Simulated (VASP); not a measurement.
## MgO (lda): single point with LDA

The system is MgO (lda).

```xyz
2
Lattice="0.0000 2.0375 2.0375 2.0375 0.0000 2.0375 2.0375 2.0375 0.0000" Properties=species:S:1:pos:R:3 pbc="T T T"
Mg    0.0000    0.0000    0.0000
O     2.0375    2.0375    2.0375
```

- Program: VASP 6.6.1
- Task: single point
- Functional: LDA
- Potentials or basis: VASP PAW LDA potentials, release 64 (Mg, O)
- Cutoff: 600 eV
- k mesh: 10 × 10 × 10
- Occupations: gaussian, width 0.02 eV
- Spin: no spin polarisation

```json
{"Pressure": "10.0 GPa", "Band gap on the k mesh": "5.69 eV, direct"}
```

Levels at points of the mesh, in eV from the valence-band top:
| k point | band 2 | band 3 | band 4 | band 5 | band 6 | band 7 |
| --- | --- | --- | --- | --- | --- | --- |
| (0.00, 0.00, 0.00) | 0.00 | 0.00 | 0.00 | 5.69 | 16.06 | 16.06 |
| (0.50, 0.00, 0.00) | -5.16 | -0.79 | -0.79 | 8.37 | 13.54 | 17.03 |
| (0.50, 0.50, 0.00) | -4.58 | -1.52 | -1.52 | 8.97 | 10.82 | 13.97 |

Wall time 5.3 s on 1 thread of Intel(R) Xeon(R) Platinum 8259CL CPU @ 2.50GHz (Skylake/Cascade Lake), on a shared host, peak memory 0.13 GiB.
